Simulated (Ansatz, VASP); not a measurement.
## Be3Se2O: VASP beside Ansatz

```
Be Se O
1.0
     5.81400    0.00000    0.00000
    -2.90700    5.03507    0.00000
     0.00000    0.00000    3.19872
Be Se O
3 2 1
Direct
  0.00000 0.50000 0.00000
  0.50000 0.00000 0.00000
  0.50000 0.50000 0.00000
  0.33333 0.66667 0.50000
  0.66667 0.33333 0.50000
  0.00000 0.00000 0.50000
```

Change from the starting cell: species swapped into the TmB2Ir3 type (P6/mmm, No. 191).

Alike in both runs: functional PBE; k mesh 6 × 6 × 12; occupations gaussian, width 0.1 eV; collinear spin.

Ansatz relaxed the structure, and its values are those at the end. VASP's run is a single point on that final structure, the one shown.

|  | VASP | Ansatz |
| --- | --- | --- |
| version | VASP 6.6.1 | Ansatz 0.2.0 |
| potentials or method | VASP PAW PBE potentials, release 64 (Be, Se, O), cutoff 520 eV | scalar-relativistic, plane waves, PAW |
| valence electrons in the cell | 24 | 44 |

```tsv
	VASP	Ansatz	Ansatz less VASP
gap on the k mesh at the Fermi level (eV)	none	none	-
pressure (GPa)	-0.8	0.0	+0.77
net moment per atom (μB)	0.00	0.14	+0.145
size of the moment on the site where the two differ most (μB)	0.00	0.98	+0.984
```

The net moments are unlike, so the other rows may belong to different states. Site moments also hang on the region over which each program counts them. A gap of «none» marks a metal or a gap that the smearing closes. VASP's potentials hold 24 valence electrons a cell and Ansatz's 44, so a difference there can come from the potentials and not from the codes.
